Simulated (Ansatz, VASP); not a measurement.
**One calculation of Rb, two programs**

INCAR

```
SYSTEM = Rb
PREC = Accurate
ENCUT = 520
EDIFF = 1E-7
ISMEAR = 0
SIGMA = 0.15
LREAL = .False.
LASPH = .True.
NELM = 80
ALGO = Fast
ISIF = 2
LWAVE = .False.
LCHARG = .False.
GGA = PS
NBANDS = 10
```

File KPOINTS:

```
Automatic mesh
0
Gamma
  14 14 14
  0 0 0
```

File POSCAR:

```
Rb
1.0
   -4.1245615437      2.9461153883      2.9461153883
    2.9461153883     -4.1245615437      2.9461153883
    2.9461153883      2.9461153883     -4.1245615437
Rb
1
Direct
    0.0000000000      0.0000000000      0.0000000000
```

Input for Ansatz:

```yaml
crystal:
  lattice:
    - [-4.1245615437, 2.9461153883, 2.9461153883]
    - [2.9461153883, -4.1245615437, 2.9461153883]
    - [2.9461153883, 2.9461153883, -4.1245615437]
  atoms:
    - { symbol: Rb, position: [0.0, 0.0, 0.0] }
basis:
  ecutwfc: 420
kpoints:
  mp_grid: { grid: [14, 14, 14] }
hamiltonian:
  xc: pbesol
scf:
  occupations: { method: gaussian, width: 0.15 }
output:
  forces: true
  stress: true
  eigenvalues: true
```

Alike in both runs: task single point; functional PBEsol; k mesh 14 × 14 × 14; occupations gaussian, width 0.15 eV; no spin polarisation.

|  | VASP | Ansatz |
| --- | --- | --- |
| version | VASP 6.6.1 | Ansatz 0.2.0 |
| potentials or method | VASP PAW PBE potentials, release 64 (Rb_sv), cutoff 520 eV | scalar-relativistic, plane waves, PAW |
| valence electrons in the cell | 9 | 9 |

|  | VASP | Ansatz | Ansatz less VASP |
| --- | --- | --- | --- |
| gap on the k mesh at the Fermi level (eV) | none | none | - |
| pressure (GPa) | 1.4 | 1.4 | -0.02 |
| traceless stress, the component that is largest in VASP (GPa) | 2.67 | 2.65 | -0.020 |

VASP's potentials were made for PBE, not for PBEsol. A gap of «none» marks a metal or a gap that the smearing closes.
